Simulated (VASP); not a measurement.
A run of VASP 6.6.1 is set up as follows.

File INCAR:

```
SYSTEM = MgB2
ALGO = Normal
EDIFF = 1E-6
ENCUT = 520
GGA = PE
ISIF = 2
ISMEAR = -1
LASPH = .TRUE.
LCHARG = .TRUE.
LELF = .TRUE.
LREAL = .FALSE.
LVHAR = .TRUE.
LWAVE = .FALSE.
NBANDS = 11
NELM = 60
PREC = Accurate
SIGMA = 0.15
```

The input KPOINTS:

```
k-points
0
G
  15 15 12
  0 0 0
```

The input POSCAR:

```
MgB2
1.0
    3.0754729966      0.0000000000      0.0000000000
   -1.5377364983      2.6634377437      0.0000000000
    0.0000000000      0.0000000000      3.5258527696
Mg B
1 2
Direct
    0.0000000000      0.0000000000      0.0000000000
    0.3333333333      0.6666666667      0.5000000000
    0.6666666667      0.3333333333      0.5000000000
```

Potentials or basis: VASP PAW PBE potentials, release 64 (Mg, B).

Launch:

```console
$ cat potpaw_PBE.64/Mg/POTCAR potpaw_PBE.64/B/POTCAR > POTCAR
$ mpirun -np 1 vasp_std > vasp.out
```

**Question.** What does it give for the band gap on the k mesh?

**Answer.** Zero (band 4 reaches 7.08 eV, above the bottom of band 5 at 3.30 eV).

**Question.** Estimate the pressure.

**Answer.** -0.3 GPa.

Stress tensor (GPa, compression positive):
```
-0.19  0.00  0.00
 0.00 -0.19  0.00
 0.00  0.00 -0.41
```
